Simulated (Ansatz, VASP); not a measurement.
## One calculation of CaH4, two programs

```
Ca H
1.0
    -1.64240    1.64240    2.75352
     1.64240   -1.64240    2.75352
     1.64240    1.64240   -2.75352
Ca H
1 4
Direct
  0.00000 0.00000 0.00000
  0.75000 0.25000 0.50000
  0.25000 0.75000 0.50000
  0.43611 0.43611 0.00000
  0.56389 0.56389 0.00000
```

Alike in both runs: task single point; functional PBEsol; k mesh 10 × 10 × 10; occupations gaussian, width 0.03 eV; no spin polarisation.

|  | VASP | Ansatz |
| --- | --- | --- |
| version | VASP 6.6.1 | Ansatz 0.2.0 |
| potentials or method | VASP PAW PBE potentials, release 64 (Ca_sv, H), cutoff 500 eV | scalar-relativistic, plane waves, PAW |
| valence electrons in the cell | 14 | 14 |

|  | VASP | Ansatz | Ansatz less VASP |
| --- | --- | --- | --- |
| gap on the k mesh at the Fermi level (eV) | 0.59 | 0.61 | +0.019 |
| least direct gap on the mesh (eV) | 1.60 | 1.63 | +0.024 |
| rms of the force components (eV/Å) | 1.195 | 1.194 | -0.0011 |

VASP's potentials were made for PBE, not for PBEsol. Atom by atom the forces differ by 0.001 eV/Å (rms over components).
